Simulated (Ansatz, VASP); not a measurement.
## WC in VASP and in Ansatz

```
W C
1.0
     2.90050    0.00000    0.00000
    -1.45025    2.51191    0.00000
     0.00000    0.00000    2.82900
W C
1 1
Direct
  0.08652 0.06334 0.00000
  0.66667 0.33333 0.50000
```

Alike in both runs: task single point; functional PBEsol; k mesh 6 × 6 × 6; occupations gaussian, width 0.15 eV; no spin polarisation.

|  | VASP | Ansatz |
| --- | --- | --- |
| version | VASP 6.6.1 | Ansatz 0.2.0 |
| potentials or method | VASP PAW PBE potentials, release 64 (W_sv, C_h), cutoff 1300 eV | scalar-relativistic, plane waves, PAW |
| valence electrons in the cell | 18 | 18 |

```tsv
	VASP	Ansatz	Ansatz less VASP
gap on the k mesh at the Fermi level (eV)	none	none	-
pressure (GPa)	9.2	8.0	-1.22
traceless stress, the component that is largest in VASP (GPa)	-8.87	-8.58	+0.288
rms of the force components (eV/Å)	2.224	2.210	-0.0139
```

VASP's potentials were made for PBE, not for PBEsol. Atom by atom the forces differ by 0.014 eV/Å (rms over components). A gap of «none» marks a metal or a gap that the smearing closes. The functional is the same, so the differences come from potentials, cutoffs and numerics.

The k mesh is coarse, so the values compare programs but aren't converged. Spin-orbit coupling is off throughout.
